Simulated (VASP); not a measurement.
The system is As.

```
As
1.0
     2.95798    0.00000    0.00000
    -1.47899    2.56169    0.00000
     0.00000    0.00000    9.66077
As
4
Direct
  0.00000 0.00000 0.00000
  0.00000 0.00000 0.50000
  0.33333 0.66667 0.25000
  0.66667 0.33333 0.75000
```

This isn't the form of As at room conditions, which is rhombohedral.

| Item | Value |
| --- | --- |
| Program | VASP 6.6.1 |
| Task | relaxation of cell and atoms |
| Functional | LDA |
| Potentials or basis | VASP PAW LDA potentials, release 64 (As) |
| Cutoff | 600 eV |
| k mesh | 12 × 12 × 4 |
| Occupations | fermi-dirac, width 0.1 eV |
| Spin | no spin polarisation |

At the start: pressure -0.7 GPa; volume 18.30 Å³/atom.

Where does the relaxation end?

Over 7 steps the energy falls by 3.0 meV/atom and the volume is 18.18 Å³/atom (-0.7 %); space group P6_3/mmc (No. 194, to 0.1 Å) before and after.

Step by step:
| step | energy change (eV) | largest force (eV/Å) | pressure (GPa) | volume (Å³) |
| --- | --- | --- | --- | --- |
| 1 | 0.0000 | 0.0000 | -0.74 | 73.20 |
| 2 | -0.0066 | 0.0000 | 0.46 | 72.31 |
| 3 | -0.0069 | 0.0000 | 0.76 | 72.10 |
| 4 | -0.0114 | 0.0000 | 0.36 | 72.42 |
| 5 | -0.0118 | 0.0000 | 0.23 | 72.54 |
| 6 | -0.0118 | 0.0000 | -0.13 | 72.81 |
| 7 | -0.0119 | 0.0000 | 0.00 | 72.71 |

Final structure:
```
CELL_PARAMETERS angstrom
2.92057 0.00000 0.00000
-1.46028 2.52929 0.00000
0.00000 0.00000 9.84259
ATOMIC_POSITIONS crystal
As 0.00000 0.00000 0.00000
As 0.00000 0.00000 0.50000
As 0.33333 0.66667 0.25000
As 0.66667 0.33333 0.75000
```

Caveat: the highest band is partly filled, so the run has too few bands.
